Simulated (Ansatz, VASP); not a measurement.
Sb: VASP beside Ansatz

```
Sb
1.0
     3.28640    0.00000    0.00000
     0.00000    3.28640    0.00000
     0.00000    0.00000    2.90720
Sb
1
Cartesian
  0.0000 0.0000 0.0000
```

Change from the starting cell: strain +0.040 along x and y, -0.080 along z, atoms carried along.

Alike in both runs: task single point; functional PBEsol; k mesh 16 × 16 × 16; occupations gaussian, width 0.15 eV; no spin polarisation.

```csv
,VASP,Ansatz
version,VASP 6.6.1,Ansatz 0.2.0
potentials or method,"VASP PAW PBE potentials, release 64 (Sb), cutoff 520 eV","scalar-relativistic, plane waves, PAW"
valence electrons in the cell,5,15
```

Ansatz gave:

- gap on the k mesh at the Fermi level (eV): none
- pressure (GPa): -3.1
- traceless stress, the component that is largest in VASP (GPa): 9.54

Question: Which values does VASP return?

Answer: gap on the k mesh at the Fermi level (eV): none; pressure (GPa): -3.0; traceless stress, the component that is largest in VASP (GPa): 9.66.

VASP's potentials were made for PBE, not for PBEsol. A gap of «none» marks a metal or a gap that the smearing closes. VASP's potentials hold 5 valence electrons a cell and Ansatz's 15, so a difference there can come from the potentials and not from the codes.

Spin-orbit coupling is off throughout.
